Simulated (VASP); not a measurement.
# Mo (P6/mmm) in VASP: a series of runs, part 2 of 2

VASP 6.6.1. The steps go on from the part before.

### Step 3. Single point, PBEsol

Input file INCAR:

```
SYSTEM = Mo
ALGO     = Fast           ! electronic algorithm
EDIFF    = 1E-6           ! SCF threshold, eV
ENCUT    = 520            ! plane-wave cutoff, eV
GGA      = PS             ! functional
ISIF     = 2              ! what is computed and relaxed
ISMEAR   = 0              ! smearing method
LASPH    = .True.         ! aspherical terms in the spheres
LCHARG   = .False.        ! write CHGCAR
LREAL    = .False.        ! projectors in reciprocal space
LWAVE    = .False.        ! write WAVECAR
NBANDS   = 13             ! bands
NELM     = 100            ! most SCF steps
PREC     = Accurate       ! precision mode
SIGMA    = 0.15           ! smearing width, eV
```

Input file KPOINTS:

```
k-points
0
Gamma
  12 12 14
  0 0 0
```

Input file POSCAR:

```
Mo
1.0
    2.7423354243      0.0000000000      0.0000000000
   -1.3711677121      2.3749321431      0.0000000000
    0.0000000000      0.0000000000      2.4920710762
Mo
1
Direct
    0.0000000000      0.0000000000      0.5000000000
```

Potentials or basis: VASP PAW PBE potentials, release 64 (Mo_sv).

On the command line:

```sh
$ cat potpaw_PBE.64/Mo_sv/POTCAR > POTCAR
$ mpirun -np 1 vasp_std > vasp.out
```

OUTCAR:

```text
SYSTEM = Mo
   EDIFF = 1E-6
   ENCUT = 520
   GGA = PS
   ISIF = 2
   ISMEAR = 0
   LASPH = .True.
   LREAL = .False.
   NELM = 100
   PREC = Accurate

 ion  position               nearest neighbor table
   1  0.000  0.000  0.500-

  LATTYP: Found a hexagonal cell.
 ALAT       =     2.7423354243
 C/A-ratio  =     0.9087404313

  Lattice vectors:

 A1 = (   2.7423354243,   0.0000000000,   0.0000000000)
 A2 = (  -1.3711677121,   2.3749321431,   0.0000000000)
 A3 = (   0.0000000000,   0.0000000000,   2.4920710762)

Analysis of symmetry for initial positions (statically):
=====================================================================
 Subroutine PRICEL returns:
 Original cell was already a primitive cell.

 Routine SETGRP: Setting up the symmetry group for a
 hexagonal supercell.

 Subroutine GETGRP returns: Found 24 space group operations
 (whereof 24 operations were pure point group operations)
 out of a pool of 24 trial point group operations.

The static configuration has the point symmetry D_6h.

Analysis of symmetry for dynamics (positions and initial velocities):
=====================================================================
 Subroutine PRICEL returns:
 Original cell was already a primitive cell.

 Routine SETGRP: Setting up the symmetry group for a
 hexagonal supercell.

 Subroutine GETGRP returns: Found 24 space group operations
 (whereof 24 operations were pure point group operations)
 out of a pool of 24 trial point group operations.

The dynamic configuration has the point symmetry D_6h.

 Subroutine INISYM returns: Found 24 space group operations
 (whereof 24 operations are pure point group operations),
 and found     1 'primitive' translations

----------------------------------------------------------------------------------------

[... 110 lines left out ...]
     AMIX_MAG =   1.60;   BMIX_MAG =  1.00
  volume/ion in A,a.u.               =      16.23       109.53
  Fermi-wavevector in a.u.,A,eV,Ry     =   1.558380  2.944912 33.042416  2.428549
  Thomas-Fermi vector in A             =   2.661893
   LORBIT       =      0    0 simple, 1 ext, 2 COOP (PROOUT), +10 PAW based schemes
   GGA     = PS    functional components
   LHFCALC =     F    Hartree Fock is set to
   AEXX    =    0.0000 exact exchange contribution
   IVDW    =     0    specifies the selected vdW correction
   LEPSILON=     F    determine dielectric tensor
   LRPA    =     F    only Hartree local field effects (RPA)
 non-spin polarized calculation
 RMM-DIIS sequential band-by-band and
 Gauss-broadening in eV      SIGMA  =   0.15
  energy-cutoff  :      520.00
  volume of cell :       16.23
 maximum number of plane-waves:       454
   NGX = 11   NGY = 11   NGZ =  9

 number of electron      14.0000006 magnetization

 Free energy of the ion-electron system (eV)
  ---------------------------------------------------
  ext. energy  EPLUGINS =         0.00000000
  ---------------------------------------------------
  free energy    TOTEN  =       -10.87933999 eV

  energy without entropy =      -10.86931790  energy(sigma->0) =      -10.87432894

 E-fermi :  11.6872     XC(G=0): -13.2272

 val. band max:       11.6843138527   @ k =   0.4167  -0.0000   0.3571
 cond. band min:      11.6991114110   @ k =   0.3333   0.3333   0.4286
 fundamental gap:      0.0147975583
 Fermi energy:        11.6872071740

 k-point     1 :       0.0000    0.0000    0.0000
  band No.  band energies     occupation
      1     -49.2242      2.00000
      2     -22.5392      2.00000
      3     -22.5392      2.00000
      4     -22.2578      2.00000
      5       4.8459      2.00000
      6       7.2663      2.00000
      7      10.7361      2.00000
      8      10.7361      2.00000
      9      16.0934      0.00000
     10      16.0934      0.00000
     11      24.5169      0.00000
     12      28.3642      0.00000
     13      32.1500      0.00000
[... 354 lines left out ...]
  band No.  band energies     occupation
      1     -49.0440      2.00000
      2     -23.5686      2.00000
      3     -22.7682      2.00000
      4     -22.2551      2.00000
      5       7.0671      2.00000
      6       8.2498      2.00000
      7      10.6629      2.00000
      8      13.6857      0.00000
      9      14.2180      0.00000
     10      15.3158      0.00000
     11      24.1620      0.00000
     12      27.5557      0.00000
     13      29.7358      0.00000

 [... further k-points ...]
[... 5 lines left out ...]
  --------------------------------------------------------------------------------------
  -------------------------------------------------------------------------------------
  Total        0.1415377      0.1415377     -0.0345758      0.0000000      0.0000000      0.0000000
  in kB       13.9717446     13.9717446     -3.4131098      0.0000000      0.0000000      0.0000000
  external PRESSURE =       8.1767931 kB  Pullay stress =       0.0000000 kB

 VOLUME and BASIS-vectors are now :
 -----------------------------------------------------------------------------
  energy-cutoff  :      520.00
  volume of cell :       16.23
      direct lattice vectors                 reciprocal lattice vectors
     2.742335424  0.000000000  0.000000000     0.364652694  0.210532331  0.000000000
    -1.371167712  2.374932143  0.000000000     0.000000000  0.421064662  0.000000000
     0.000000000  0.000000000  2.492071076     0.000000000  0.000000000  0.401272664

 POSITION                                       TOTAL-FORCE (eV/Angst)
 -----------------------------------------------------------------------------------
      0.00000      0.00000      1.24604        -0.000000      0.000000      0.000000
 -----------------------------------------------------------------------------------
    total drift:                               -0.000000     -0.000000      0.000000

  FREE ENERGIE OF THE ION-ELECTRON SYSTEM (eV)
  ---------------------------------------------------
  free  energy   TOTEN  =       -10.8793399891 eV

  energy  without entropy=      -10.8693178960  energy(sigma->0) =      -10.87432894
```

OSZICAR:

```text
N       E                     dE             d eps       ncg     rms          rms(c)
DAV:   1     0.108557630287E+03    0.10856E+03   -0.91546E+03  4024   0.112E+03
DAV:   2    -0.100694093776E+02   -0.11863E+03   -0.11489E+03  4387   0.329E+02
DAV:   3    -0.114079430157E+02   -0.13385E+01   -0.13350E+01  4632   0.357E+01
DAV:   4    -0.114117567994E+02   -0.38138E-02   -0.38137E-02  4432   0.216E+00
DAV:   5    -0.114117877125E+02   -0.30913E-04   -0.30912E-04  4772   0.164E-01    0.149E+01
RMM:   6    -0.109427967818E+02    0.46899E+00   -0.55029E-01  3954   0.684E+00    0.487E+00
RMM:   7    -0.108826898671E+02    0.60107E-01   -0.14961E-01  4040   0.350E+00    0.723E-01
RMM:   8    -0.108794274225E+02    0.32624E-02   -0.86412E-03  4342   0.103E+00    0.114E-01
RMM:   9    -0.108793406887E+02    0.86734E-04   -0.81143E-04  4415   0.312E-01    0.391E-02
RMM:  10    -0.108793398594E+02    0.82927E-06   -0.13280E-04  4515   0.132E-01    0.121E-02
RMM:  11    -0.108793397646E+02    0.94752E-07   -0.17937E-05  4294   0.444E-02    0.234E-03
RMM:  12    -0.108793399891E+02   -0.22442E-06   -0.44339E-06  3261   0.182E-02
   1 F= -.10879340E+02 E0= -.10874329E+02  d E =-.100221E-01
```

stdout:

```text
POSCAR found type information on POSCAR Mo
 POSCAR found :  1 types and       1 ions
 scaLAPACK will be used
 -----------------------------------------------------------------------------
|                                                                             |
|                                                                             |
|     You enforced a specific xc type in the INCAR file but a different       |
|     I HOPE YOU KNOW WHAT YOU ARE DOING!                                     |
|                                                                             |
 -----------------------------------------------------------------------------

 LDA part: xc-table for (Slater+PW92), standard interpolation
 POSCAR, INCAR and KPOINTS ok, starting setup
 FFT: planning ... GRIDC
 FFT: planning ... GRID_SOFT
 FFT: planning ... GRID
 WAVECAR not read
 entering main loop
```

Run time: 61 s. Hardware: 1 thread of AMD EPYC 7R13, shared host; peak memory 0.11 GiB.

Results:

| Item | Value |
| --- | --- |
| Free energy | -10.8793 eV |
| Pressure | 0.8 GPa |
| Band gap on the k mesh | zero (band 7 reaches 12.68 eV, above the bottom of band 8 at 10.74 eV) |

Stress tensor (GPa, compression positive):
```
 1.40  0.00  0.00
 0.00  1.40  0.00
 0.00  0.00 -0.34
```

Levels at points of the mesh, in eV from the Fermi level:
| k point | band 4 | band 5 | band 6 | band 7 | band 8 | band 9 | band 10 | band 11 |
| --- | --- | --- | --- | --- | --- | --- | --- | --- |
| (0.00, 0.00, 0.00) | -33.95 | -6.84 | -4.42 | -0.95 | -0.95 | 4.41 | 4.41 | 12.83 |
| (0.50, 0.00, 0.00) | -33.80 | -4.99 | -3.29 | 1.00 | 1.42 | 3.76 | 4.38 | 10.16 |
| (0.00, 0.00, 0.50) | -34.02 | -3.56 | 0.01 | 0.01 | 0.30 | 0.57 | 0.57 | 11.06 |
| (0.50, 0.00, 0.50) | -34.32 | -5.50 | -3.25 | -0.69 | 4.81 | 6.46 | 6.63 | 7.42 |

Caveat: the PAW data sets were made with another functional, which shifts forces and pressure a little.

### Step 4. Single point, PBEsol

Input file INCAR:

```
SYSTEM = Mo
PREC     = Accurate       ! precision mode
ENCUT    = 520            ! plane-wave cutoff, eV
EDIFF    = 1E-6           ! SCF threshold, eV
ISMEAR   = 0              ! smearing method
SIGMA    = 0.1            ! smearing width, eV
LREAL    = .FALSE.        ! projectors in reciprocal space
LASPH    = .TRUE.         ! aspherical terms in the spheres
NELM     = 80             ! most SCF steps
ALGO     = Normal         ! electronic algorithm
ISIF     = 2              ! what is computed and relaxed
LWAVE    = .FALSE.        ! write WAVECAR
LCHARG   = .FALSE.        ! write CHGCAR
GGA      = PS             ! functional
NBANDS   = 13             ! bands
```

Input file KPOINTS:

```
Automatic mesh
0
G
  18 18 16
  0 0 0
```

POSCAR is that of step 3.

On the command line:

```sh
$ cat potpaw_PBE.64/Mo_sv/POTCAR > POTCAR
$ mpirun -np 1 vasp_std > vasp.out
```

Wall time 2 min (1 thread of AMD EPYC 7R13, shared host); peak memory 0.14 GiB.

The run converged. Its results:

* Free energy: -10.8706 eV
* Pressure: 0.6 GPa
* Band gap on the k mesh: zero (band 7 reaches 12.69 eV, above the bottom of band 8 at 10.75 eV)

Stress tensor (GPa, compression positive):
```
0.45 0.00 0.00
0.00 0.45 0.00
0.00 0.00 0.82
```

Levels at points of the mesh, in eV from the Fermi level:
| k point | band 5 | band 6 | band 7 | band 8 | band 9 | band 10 |
| --- | --- | --- | --- | --- | --- | --- |
| (0.00, 0.00, 0.00) | -6.82 | -4.45 | -0.92 | -0.92 | 4.40 | 4.40 |
| (0.50, 0.00, 0.00) | -4.96 | -3.34 | 1.01 | 1.42 | 3.76 | 4.41 |
| (0.00, 0.00, 0.50) | -3.53 | 0.05 | 0.05 | 0.30 | 0.55 | 0.55 |
| (0.50, 0.00, 0.50) | -5.50 | -3.22 | -0.70 | 4.84 | 6.44 | 6.63 |

Caveat: the PAW data sets were made with another functional, which shifts forces and pressure a little.

### Step 5. Relaxation of cell and atoms, PBEsol

This run uses another cell than the first one, of 16.56 Å³/atom, 1.020 times its volume.

Input file INCAR:

```
  PREC = Accurate
  ENCUT = 600
  EDIFF = 1E-6
  ISMEAR = 0
  SIGMA = 0.1
  LREAL = F
  LASPH = T
  NELM = 60
  ALGO = Fast
  ISIF = 3
  LWAVE = F
  LCHARG = F
  GGA = PS
  IBRION = 2
  NSW = 100
  EDIFFG = -0.005
```

Input file KPOINTS:

```
Automatic mesh
0
Gamma
  18 18 16
```

Input file POSCAR:

```
Mo
1.0
    2.7355103972      0.0000000000      0.0000000000
   -1.3677551986      2.3690214963      0.0000000000
    0.0000000000      0.0000000000      2.5551807000
Mo
1
Direct
    0.0000000000      0.0000000000      0.5000000000
```

On the command line:

```sh
$ cat potpaw_PBE.64/Mo_sv/POTCAR > POTCAR
$ mpirun -np 1 vasp_std > vasp.out
```

Wall time 9.8 min (1 thread of AMD EPYC 7R13, shared host); peak memory 0.17 GiB.

It converged, with:

```yaml
Free_energy: -10.8711 eV
Relaxed_volume: 16.27 Å³/atom
Relaxed_cell: a = 2.743 Å, b = 2.743 Å, c = 2.496 Å, α = 90.00°, β = 90.00°, γ = 120.00°
Space_group_after_relaxing_to_0.05_Å: P6/mmm (No. 191)
Energy_gained_by_relaxing: 9.8 meV/atom
Ionic_steps: 6
Pressure_after_relaxing: 0.0 GPa
Band_gap_on_the_k_mesh: zero (band 7 reaches 12.65 eV, above the bottom of band 8 at 10.72 eV)
```

The path:
| step | energy change (eV) | largest force (eV/Å) | pressure (GPa) | volume (Å³) |
| --- | --- | --- | --- | --- |
| 1 | 0.0000 | 0.0000 | -3.68 | 16.56 |
| 2 | 0.0083 | 0.0000 | 9.47 | 15.66 |
| 3 | -0.0083 | 0.0000 | 1.25 | 16.18 |
| 4 | -0.0091 | 0.0000 | -0.82 | 16.33 |
| 5 | -0.0098 | 0.0000 | 0.06 | 16.27 |
| 6 | -0.0098 | 0.0000 | -0.01 | 16.27 |

Final structure:
```xyz
1
Lattice="2.7431 0.0000 0.0000 -1.3716 2.3756 0.0000 0.0000 0.0000 2.4965" Properties=species:S:1:pos:R:3 pbc="T T T"
Mo    1.3716    2.3756    1.2482
```

Levels at points of the mesh, in eV from the Fermi level:
```tsv
k point	band 3	band 4	band 5	band 6	band 7	band 8	band 9	band 10	band 11
(0.00, 0.00, 0.00)	-34.22	-33.99	-6.82	-4.43	-0.92	-0.92	4.38	4.38	12.88
(0.50, 0.00, 0.00)	-34.53	-33.84	-4.95	-3.32	1.01	1.40	3.73	4.40	10.16
(0.00, 0.00, 0.50)	-34.01	-34.01	-3.54	0.04	0.04	0.29	0.57	0.57	10.97
(0.50, 0.00, 0.50)	-35.27	-34.31	-5.48	-3.22	-0.69	4.83	6.41	6.61	7.44
```

Caveat: the PAW data sets were made with another functional, which shifts forces and pressure a little.

### Step 6. Summary

| task | cell | k mesh | cutoff (eV) | smearing | gap on the mesh (eV) | pressure (GPa) |
| --- | --- | --- | --- | --- | --- | --- |
| single point | a = 2.742, b = 2.742, c = 2.492 Å, angles 90.0, 90.0, 120.0°, 1 atom | 18 × 18 × 16 | 520 | gaussian 0.1 eV | none | 0.6 |
| single point | a = 2.742, b = 2.742, c = 2.492 Å, angles 90.0, 90.0, 120.0°, 1 atom | 12 × 12 × 14 | 520 | gaussian 0.15 eV | none | 0.8 |
| relaxation of cell and atoms | relaxed from a = 2.736, b = 2.736, c = 2.555 Å, angles 90.0, 90.0, 120.0°, 1 atom | 18 × 18 × 16 | 600 | gaussian 0.1 eV | none | 0.0 |

Alike in all rows: level PBEsol; potentials or basis VASP PAW PBE potentials, release 64 (Mo_sv); no spin polarisation.

Caveats: the PAW data sets were made with another functional, which shifts forces and pressure a little.

Total energies depend on the potentials used, so only differences within one code and one set of settings carry meaning.
